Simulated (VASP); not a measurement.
## Be3TeO2: single point with PBE

Crystal: Be3TeO2.

```xyz
6
Lattice="5.4043 0.0000 0.0000 -2.7021 4.6802 0.0000 0.0000 0.0000 5.7635" Properties=species:S:1:pos:R:3 pbc="T T T"
Be    2.7021    0.0000    2.8818
Be   -1.3511    2.3401    2.8818
Be    1.3511    2.3401    2.8818
Te    0.0000    0.0000    2.8818
O     0.0000    3.1202    2.8818
O     2.7021    1.5601    2.8818
```

The cell was built from a structure type or drawn by symmetry, and may not be a known phase.

```json
{"Program": "VASP 6.6.1", "Task": "single point", "Functional": "PBE", "Potentials or basis": "VASP PAW PBE potentials, release 64 (Be, Te, O)", "Cutoff": "520 eV", "k mesh": "6 × 6 × 6", "Occupations": "gaussian, width 0.02 eV", "Spin": "no spin polarisation", "Dipole correction": "no", "Further INCAR settings": "ALGO = Normal; EDIFF = 1e-07; NBANDS = 21"}
```

```json
{
 "Pressure": "0.0 GPa",
 "Band gap on the k mesh": "2.55 eV"
}
```

Levels at points of the mesh, in eV from the valence-band top:
```csv
k point,band 10,band 11,band 12,band 13,band 14,band 15
"(0.00, 0.00, 0.00)",-1.43,-1.43,0.00,2.55,5.02,5.02
"(0.50, 0.00, 0.00)",-1.66,-0.68,-0.30,3.48,4.40,4.91
"(0.00, 0.00, 0.50)",-1.41,-1.41,-0.34,3.87,4.73,4.73
"(0.50, 0.00, 0.50)",-1.61,-0.66,-0.60,3.84,3.87,3.98
```

Run time: 87 s on 1 thread of Intel(R) Xeon(R) Platinum 8488C (Sapphire Rapids), on a shared host, peak memory 0.3 GiB.

Caveat: spin-orbit coupling is left out, which moves the levels of the heavy elements. A k mesh can miss the band edges.
